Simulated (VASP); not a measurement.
Here is a VASP 6.6.1 calculation.

Contents of INCAR:

```
PREC     = Accurate       # precision mode
ENCUT    = 520            # plane-wave cutoff, eV
EDIFF    = 1E-6           # SCF threshold, eV
ISMEAR   = 0              # smearing method
SIGMA    = 0.1            # smearing width, eV
LREAL    = F              # projectors in reciprocal space
LASPH    = T              # aspherical terms in the spheres
NELM     = 60             # most SCF steps
ALGO     = Normal         # electronic algorithm
ISIF     = 2              # what is computed and relaxed
LWAVE    = F              # write WAVECAR
LCHARG   = F              # write CHGCAR
GGA      = PE             # functional
NBANDS   = 31             # bands
```

The input KPOINTS:

```
regular mesh
0
Gamma
  4 4 4
```

File POSCAR:

```
Si4C
1.0
    0.0001111116     -0.0000497688      5.0505104501
   -3.9706668075      3.9706105980      2.5251259319
   -3.9704434225     -3.9704329684      2.5252030153
Si C
8 2
Direct
    0.0267385890      0.2716440728      0.0949540265
    0.7016077831      0.9050452095      0.2716412586
    0.8566513781      0.7716218001      0.5949701544
    0.3933332518      0.7283652560      0.9050484556
    0.5483889995      0.5949755013      0.2283614655
    0.8782931463      0.0949564086      0.7283568977
    0.2232532352      0.2283698132      0.4050275758
    0.3717348109      0.4050222265      0.7716390435
    0.9999974981     -0.0000022795      0.9999989222
    0.2500013081      0.5000019915      0.5000022003
```

Potentials or basis: VASP PAW PBE potentials, release 64 (Si, C).

The run is started by

```console
$ cat potpaw_PBE.64/Si/POTCAR potpaw_PBE.64/C/POTCAR > POTCAR
$ mpirun -np 1 vasp_std > vasp.out
```

**Question.** Estimate the band gap on the k mesh.

**Answer.** 0.83 eV (least direct gap 1.64 eV).

**Question.** Predict the largest force.

**Answer.** 0.009 eV/Å.

Forces on the atoms (eV/Å):
```
Si  -0.007  0.005  0.003
Si  -0.005 -0.006 -0.004
Si  -0.006  0.005 -0.003
Si   0.007 -0.005  0.003
Si   0.005  0.006  0.003
Si   0.005  0.006 -0.003
Si   0.006 -0.005 -0.003
Si  -0.005 -0.006  0.003
C    0.000  0.000  0.000
C    0.000  0.000  0.000
```

A k mesh can miss the band edges.
